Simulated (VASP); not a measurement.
# PtSe2 in VASP: single point with PBE+D3(BJ)

Aim: the single point of PtSe2 with PBE+D3(BJ).

All numbers are computed with VASP 6.6.1; they aren't measurements. Logs are shortened: lines on timing, memory, paths and dates and some standing lists are left out, and cuts for length are marked.

## (1) The cell of the first run

The cell holds a slab with vacuum, 6 atoms: a = 3.707 Å, b = 3.707 Å, c = 22.798 Å, α = 90.00°, β = 90.00°, γ = 120.00°.

## (2) Single point, PBE+D3(BJ) (layers slid over each other)

INCAR

```
SYSTEM = PtSe2
PREC = Accurate
ENCUT = 520
EDIFF = 1E-6
ISMEAR = 0
SIGMA = 0.05
LREAL = .FALSE.
LASPH = .TRUE.
NELM = 80
ALGO = Normal
ISIF = 2
LWAVE = .FALSE.
LCHARG = .TRUE.
LDIPOL = .TRUE.
IDIPOL = 3
DIPOL = 0.5 0.5 0.394
GGA = PE
IVDW = 12
LELF = .TRUE.
LVHAR = .TRUE.
LVACPOTAV = .TRUE.
NBANDS = 31
```

KPOINTS

```
regular mesh
0
G
  9 9 1
  0 0 0
```

POSCAR

```
PtSe2
1.0
    3.7070357954      0.0000000000      0.0000000000
   -1.8535178977      3.2103871715      0.0000000000
    0.0000000000      0.0000000000     22.7981616618
Se Pt
4 2
Direct
    0.6666666667      0.3333333333      0.1973843359
    0.3333333333      0.6666666667      0.3135814605
    0.8333333333      1.0000000000      0.4741207204
    0.5000000000      1.3333333333      0.5903178450
    0.0000000000      0.0000000000      0.2554828982
    0.1666666667      0.6666666667      0.5322192827
```

Potentials or basis: VASP PAW PBE potentials, release 64 (Se, Pt).

The run is started by

```bash
> cat potpaw_PBE.64/Se/POTCAR potpaw_PBE.64/Pt/POTCAR > POTCAR
> mpirun -np 1 vasp_std > vasp.out
```

OUTCAR:

```text
SYSTEM = PtSe2
   PREC = Accurate
   ENCUT = 520
   EDIFF = 1E-6
   ISMEAR = 0
   LREAL = .FALSE.
   LASPH = .TRUE.
   NELM = 80
   ISIF = 2
   GGA = PE
   IVDW = 12
 IVDW          = 12

 ion  position               nearest neighbor table
   1  0.667  0.333  0.197-   5 2.52   5 2.52   5 2.52
   2  0.333  0.667  0.314-   5 2.52   5 2.52   5 2.52
   3  0.833  0.000  0.474-   6 2.52   6 2.52   6 2.52
   4  0.500  0.333  0.590-   6 2.52   6 2.52   6 2.52
   5  0.000  0.000  0.255-   1 2.52   2 2.52   2 2.52   1 2.52   1 2.52   2 2.52
   6  0.167  0.667  0.532-   4 2.52   3 2.52   3 2.52   3 2.52   4 2.52   4 2.52

  LATTYP: Found a hexagonal cell.
 ALAT       =     3.7070357954
 C/A-ratio  =     6.1499707368

  Lattice vectors:

 A1 = (   3.7070357954,   0.0000000000,   0.0000000000)
 A2 = (  -1.8535178977,   3.2103871715,   0.0000000000)
 A3 = (   0.0000000000,   0.0000000000,  22.7981616618)

Analysis of symmetry for initial positions (statically):
=====================================================================
 Subroutine PRICEL returns:
 Original cell was already a primitive cell.

 Routine SETGRP: Setting up the symmetry group for a
 hexagonal supercell.

 Subroutine GETGRP returns: Found  2 space group operations
 (whereof  1 operations were pure point group operations)
 out of a pool of 24 trial point group operations.

The static configuration has the point symmetry C_1 .
 The point group associated with its full space group is S_2 .

Analysis of symmetry for dynamics (positions and initial velocities):
=====================================================================
 Subroutine PRICEL returns:
 Original cell was already a primitive cell.

 Routine SETGRP: Setting up the symmetry group for a
 hexagonal supercell.

 Subroutine GETGRP returns: Found  2 space group operations
 (whereof  1 operations were pure point group operations)
 out of a pool of 24 trial point group operations.

The dynamic configuration has the point symmetry C_1 .
 The point group associated with its full space group is S_2 .

 Subroutine INISYM returns: Found  2 space group operations
 (whereof  1 operations are pure point group operations),
 and found     1 'primitive' translations

----------------------------------------------------------------------------------------

                                     Primitive cell

  volume of cell :     271.3214

  direct lattice vectors                    reciprocal lattice vectors
     3.707035795  0.000000000  0.000000000     0.269757309  0.155744455  0.000000000
    -1.853517898  3.210387171  0.000000000     0.000000000  0.311488910  0.000000000
     0.000000000  0.000000000 22.798161662     0.000000000  0.000000000  0.043863186

  length of vectors
     3.707035795  3.707035795 22.798161662     0.311488910  0.311488910  0.043863186

  position of ions in fractional coordinates (direct lattice)
     0.666666667  0.333333333  0.197384336
     0.333333333  0.666666667  0.313581461
     0.833333333  0.000000000  0.474120720
     0.500000000  0.333333333  0.590317845
     0.000000000  0.000000000  0.255482898
     0.166666667  0.666666667  0.532219283

  ion indices of the primitive-cell ions
   primitive index   ion index
                 1           1
                 2           2
                 3           3
                 4           4
                 5           5
                 6           6

----------------------------------------------------------------------------------------

 KPOINTS: regular mesh

Automatic generation of k-mesh.
 Grid dimensions read from file:
 generate k-points for:    9    9    1

 Generating k-lattice:

  Cartesian coordinates                     Fractional coordinates (reciprocal lattice)
     0.029973034  0.017304939  0.000000000     0.111111111 -0.000000000  0.000000000
     0.000000000  0.034609879  0.000000000     0.000000000  0.111111111  0.000000000
     0.000000000  0.000000000  0.043863186     0.000000000  0.000000000  1.000000000

  Length of vectors
     0.034609879  0.034609879  0.043863186

  Shift w.r.t. Gamma in fractional coordinates (k-lattice)
     0.000000000  0.000000000  0.000000000

 Subroutine IBZKPT returns following result:
 ===========================================

 Found     41 irreducible k-points:

 Following reciprocal coordinates:
            Coordinates               Weight
  0.000000  0.000000  0.000000      1.000000
  0.111111  0.000000  0.000000      2.000000
  0.000000  0.111111  0.000000      2.000000
 -0.111111  0.111111  0.000000      2.000000
  0.222222  0.000000  0.000000      2.000000
  0.000000  0.222222  0.000000      2.000000
[... 16 lines left out ...]
  0.333333  0.111111  0.000000      2.000000
 -0.111111  0.444444  0.000000      2.000000
 [... further k-points ...]
   k-points           NKPTS =     41   k-points in BZ     NKDIM =     41   number of bands    NBANDS=     31
   number of dos      NEDOS =    301   number of ions     NIONS =      6
   total plane-waves  NPLWV = 141120
   dimension x,y,z NGX =    28 NGY =   28 NGZ =  180
   dimension x,y,z NGXF=    56 NGYF=   56 NGZF=  360
   ions per type =               4   2
   NGX,Y,Z   is equivalent  to a cutoff of  12.56, 12.56, 13.13 a.u.
   NGXF,Y,Z  is equivalent  to a cutoff of  25.11, 25.11, 26.25 a.u.
 SYSTEM =  PtSe2
   PREC   = accura    normal or accurate (medium, high low for compatibility)
   ISTART =      0    job   : 0-new  1-cont  2-samecut
   ICHARG =      2    charge: 1-file 2-atom 10-const
   ISPIN  =      1    spin polarized calculation?
   LNONCOLLINEAR =      F non collinear calculations
   LSORBIT =      F    spin-orbit coupling
   LASPH  =      T    aspherical Exc in radial PAW
   ENCUT  =  520.0 eV  38.22 Ry    6.18 a.u.   6.89  6.89 42.39*2*pi/ulx,y,z
   NELM   =     80;   NELMIN=  2; NELMDL= -5     # of ELM steps
   EDIFF  = 0.1E-05   stopping-criterion for ELM
   LREAL  =      F    real-space projection
   EDIFFG = 0.1E-04   stopping-criterion for IOM
   NSW    =      0    number of steps for IOM
   IBRION =     -1    ionic relax: 0-MD 1-quasi-New 2-CG
   NFREE  =      0    steps in history (QN), initial steepest desc. (CG)
   ISIF   =      2    stress and relaxation
   ISYM   =      2    0-nonsym 1-usesym 2-fastsym
   POTIM  = 0.5000    time-step for ionic-motion
   TEBEG  =    0.0;   TEEND  =   0.0 temperature during run
   PSTRESS=    0.0 pullay stress
   NELECT =      44.0000    total number of electrons
   NUPDOWN=      -1.0000    fix difference up-down
   EMIN   =  10.00;   EMAX   =-10.00  energy-range for DOS
   EFERMI =   0.00;   METHOD = LEGACY
   ISMEAR =     0;   SIGMA  =   0.05  broadening in eV -4-tet -1-fermi 0-gaus
   EFERMI_NEDOS =   21; number of points for ismear=-14 and -15
   IALGO  =     38    algorithm
   IMIX   =      4    mixing-type and parameters
     AMIX     =   0.40;   BMIX     =  1.00
     AMIX_MAG =   1.60;   BMIX_MAG =  1.00
  volume/ion in A,a.u.               =      45.22       305.16
  Fermi-wavevector in a.u.,A,eV,Ry     =   0.892752  1.687058 10.843938  0.797007
  Thomas-Fermi vector in A             =   2.014742
   LORBIT       =      0    0 simple, 1 ext, 2 COOP (PROOUT), +10 PAW based schemes
   GGA     = PE    functional components
   LHFCALC =     F    Hartree Fock is set to
   AEXX    =    0.0000 exact exchange contribution
   IVDW    =    12    specifies the selected vdW correction
   LEPSILON=     F    determine dielectric tensor
   LRPA    =     F    only Hartree local field effects (RPA)
 non-spin polarized calculation
 Gauss-broadening in eV      SIGMA  =   0.05
  energy-cutoff  :      520.00
  volume of cell :      271.32
 maximum number of plane-waves:      7334
   NGX = 13   NGY = 13   NGZ = 85

 dipolmoment           0.000000      0.000000      0.000054 electrons x Angstroem

 number of electron      44.0000001 magnetization

 dipolmoment           0.000000      0.000000     -0.000006 electrons x Angstroem

 Free energy of the ion-electron system (eV)
  ---------------------------------------------------
  ext. energy  EPLUGINS =         0.00000000
  ---------------------------------------------------
  free energy    TOTEN  =       -28.57611275 eV

  energy without entropy =      -28.57611275  energy(sigma->0) =      -28.57611275

 E-fermi :  -0.2355     XC(G=0):  -5.5332

 val. band max:       -0.5143241300   @ k =  -0.2222   0.1111   0.0000
 cond. band min:       0.5436455465   @ k =  -0.2222   0.2222   0.0000
 fundamental gap:      1.0579696764
 Fermi energy:        -0.2355137828

 k-point     1 :       0.0000    0.0000    0.0000
  band No.  band energies     occupation
      1     -14.7477      2.00000
      2     -14.7116      2.00000
      3     -13.0032      2.00000
      4     -12.9284      2.00000
      5      -5.9647      2.00000
      6      -5.7771      2.00000
[... 23 lines left out ...]
     30       4.8457      0.00000
     31       4.9583      0.00000

 k-point     2 :       0.1111    0.0000    0.0000
  band No.  band energies     occupation
      1     -14.6151      2.00000
      2     -14.5795      2.00000
      3     -13.0061      2.00000
      4     -12.9372      2.00000
      5      -5.8703      2.00000
      6      -5.7967      2.00000
[... 23 lines left out ...]
     30       5.5695      0.00000
     31       5.5792      0.00000

 k-point     3 :       0.0000    0.1111    0.0000
  band No.  band energies     occupation
      1     -14.6152      2.00000
      2     -14.5794      2.00000
      3     -13.0062      2.00000
      4     -12.9370      2.00000
      5      -5.8685      2.00000
      6      -5.7957      2.00000
[... 23 lines left out ...]
     30       5.5737      0.00000
     31       5.5749      0.00000

 k-point     4 :      -0.1111    0.1111    0.0000
  band No.  band energies     occupation
      1     -14.6153      2.00000
      2     -14.5792      2.00000
      3     -13.0066      2.00000
      4     -12.9366      2.00000
      5      -5.8678      2.00000
      6      -5.7952      2.00000
[... 23 lines left out ...]
     30       5.5523      0.00000
     31       5.5920      0.00000

 k-point     5 :       0.2222    0.0000    0.0000
  band No.  band energies     occupation
      1     -14.2480      2.00000
      2     -14.2144      2.00000
      3     -13.0165      2.00000
      4     -12.9636      2.00000
      5      -5.8743      2.00000
      6      -5.7862      2.00000
[... 23 lines left out ...]
     30       5.3705      0.00000
     31       6.0735      0.00000
[... 542 lines left out ...]
     30       5.7573      0.00000
     31       6.6476      0.00000

 k-point    22 :       0.3333   -0.1111    0.0000
  band No.  band energies     occupation
      1     -13.9299      2.00000
      2     -13.8979      2.00000
      3     -13.0289      2.00000
      4     -12.9864      2.00000
      5      -5.8249      2.00000
      6      -5.7355      2.00000
[... 23 lines left out ...]
     30       5.7610      0.00000
     31       6.5936      0.00000

 k-point    23 :       0.3333    0.1111    0.0000
  band No.  band energies     occupation
      1     -13.4641      2.00000
      2     -13.4446      2.00000
      3     -13.0490      2.00000
      4     -13.0299      2.00000
      5      -6.3674      2.00000
      6      -6.3144      2.00000
[... 23 lines left out ...]
     30       6.3983      0.00000
     31       6.7631      0.00000

 k-point    24 :      -0.1111    0.4444    0.0000
  band No.  band energies     occupation
      1     -13.4687      2.00000
      2     -13.4406      2.00000
      3     -13.0532      2.00000
      4     -13.0252      2.00000
      5      -6.3605      2.00000
      6      -6.3195      2.00000
[... 23 lines left out ...]
     30       6.3854      0.00000
     31       6.7395      0.00000

 [... further k-points ...]

------------------------ aborting loop because EDIFF is reached ----------------------------------------

 Edisp (eV)   -2.03768

 E8    (eV) :    -0.9038

  FORCE on cell =-STRESS in cart. coord.  units (eV):
  Direction    XX          YY          ZZ          XY          YZ          ZX
  --------------------------------------------------------------------------------------
  -------------------------------------------------------------------------------------
  Total      -0.19535    -0.17422    -0.72316     0.01087     0.03124     0.05799
  in kB      -1.15359    -1.02876    -4.27035     0.06417     0.18446     0.34246
  external pressure =       -2.15 kB  Pullay stress =        0.00 kB

 VOLUME and BASIS-vectors are now :
 -----------------------------------------------------------------------------
  energy-cutoff  :      520.00
  volume of cell :      271.32
      direct lattice vectors                 reciprocal lattice vectors
     3.707035795  0.000000000  0.000000000     0.269757309  0.155744455  0.000000000
    -1.853517898  3.210387171  0.000000000     0.000000000  0.311488910  0.000000000
     0.000000000  0.000000000 22.798161662     0.000000000  0.000000000  0.043863186

 POSITION                                       TOTAL-FORCE (eV/Angst)
 -----------------------------------------------------------------------------------
      1.85352      1.07013      4.50000        -0.005127     -0.004036      0.000413
     -0.00000      2.14026      7.14908        -0.005681     -0.006529      0.079294
      3.08920      0.00000     10.80908         0.005681      0.006529     -0.079294
      1.23568      1.07013     13.45816         0.005127      0.004036     -0.000413
      0.00000      0.00000      5.82454         0.001317      0.004602      0.060447
     -0.61784      2.14026     12.13362        -0.001317     -0.004602     -0.060447
 -----------------------------------------------------------------------------------
    total drift:                                0.000003      0.000007     -0.000187

  FREE ENERGIE OF THE ION-ELECTRON SYSTEM (eV)
  ---------------------------------------------------
  free  energy   TOTEN  =       -30.6137957102 eV

  energy  without entropy=      -30.6137957102  energy(sigma->0) =      -30.61379571

 vacuum level on the upper side and lower side of the slab         4.976         4.976
```

Wall time 8.7 min (1 thread of Intel Xeon Platinum 8259CL at 2.50GHz (Skylake/Cascade Lake), shared host); peak memory 0.56 GiB.

What came out:

```yaml
Free_energy: -30.6138 eV
Largest_force: 0.080 eV/Å
Band_gap_on_the_k_mesh: 1.06 eV (least direct gap 1.23 eV)
Dispersion_energy_per_atom: -0.340 eV
```

Forces in eV/Å, atoms in the order of the input:
```
Se  -0.005 -0.004  0.000
Se  -0.006 -0.007  0.079
Se   0.006  0.007 -0.079
Se   0.005  0.004  0.000
Pt   0.001  0.005  0.060
Pt  -0.001 -0.005 -0.060
```

Levels at points of the mesh, in eV from the valence-band top:
| k point | band 20 | band 21 | band 22 | band 23 | band 24 | band 25 |
| --- | --- | --- | --- | --- | --- | --- |
| (0.00, 0.00, 0.00) | -0.17 | -0.17 | -0.15 | 2.76 | 2.78 | 2.80 |

Caveat: the cell differs from its parent crystal (layers slid over each other); spin-orbit coupling is left out, which moves the levels of the heavy elements.
